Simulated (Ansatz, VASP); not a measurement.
Cs3Nb in VASP and in Ansatz

Contents of INCAR:

```
SYSTEM = Cs3Nb
ALGO = Fast
EDIFF = 1E-6
ENCUT = 520
GGA = PE
ISIF = 2
ISMEAR = 0
LASPH = .TRUE.
LCHARG = .FALSE.
LREAL = .FALSE.
LWAVE = .FALSE.
NBANDS = 28
NELM = 100
PREC = Accurate
SIGMA = 0.1
```

File KPOINTS:

```
k-points
0
G
  6 6 6
  0 0 0
```

File POSCAR:

```
Cs3Nb
1.0
   -2.5768280124      2.5768280124      5.7560314043
    2.5768280124     -2.5768280124      5.7560314043
    2.5768280124      2.5768280124     -5.7560314043
Cs Nb
3 1
Direct
    0.5000000000      0.5000000000      0.0000000000
    0.2500000000      0.7500000000      0.5000000000
    0.7500000000      0.2500000000      0.5000000000
    0.0000000000      0.0000000000      0.0000000000
```

Input for Ansatz:

```yaml
crystal:
  lattice:
    - [-2.5768280124, 2.5768280124, 5.7560314043]
    - [2.5768280124, -2.5768280124, 5.7560314043]
    - [2.5768280124, 2.5768280124, -5.7560314043]
  atoms:
    - { symbol: Cs, position: [0.5, 0.5, 0.0] }
    - { symbol: Cs, position: [0.25, 0.75, 0.5] }
    - { symbol: Cs, position: [0.75, 0.25, 0.5] }
    - { symbol: Nb, position: [0.0, 0.0, 0.0] }
basis:
  ecutwfc: 420
kpoints:
  mp_grid: { grid: [6, 6, 6] }
hamiltonian:
  xc: pbe
scf:
  occupations: { method: gaussian, width: 0.1 }
  lower_state_search: "off"
output:
  forces: true
  stress: true
  eigenvalues: true
```

Alike in both runs: task single point; functional PBE; k mesh 6 × 6 × 6; occupations gaussian, width 0.1 eV; no spin polarisation.

|  | VASP | Ansatz |
| --- | --- | --- |
| version | VASP 6.6.1 | Ansatz 0.2.0 |
| potentials or method | VASP PAW PBE potentials, release 64 (Cs_sv, Nb_sv), cutoff 520 eV | scalar-relativistic, plane waves, PAW |
| valence electrons in the cell | 40 | 40 |

Ansatz gave:

- gap on the k mesh at the Fermi level (eV): none
- pressure (GPa): 3.1
- traceless stress, the component that is largest in VASP (GPa): -1.11

**Question.** Estimate VASP's values.

**Answer.** gap on the k mesh at the Fermi level (eV): none; pressure (GPa): 3.3; traceless stress, the component that is largest in VASP (GPa): -1.11.

A gap of «none» marks a metal or a gap that the smearing closes.

Neither program's run includes spin-orbit coupling.
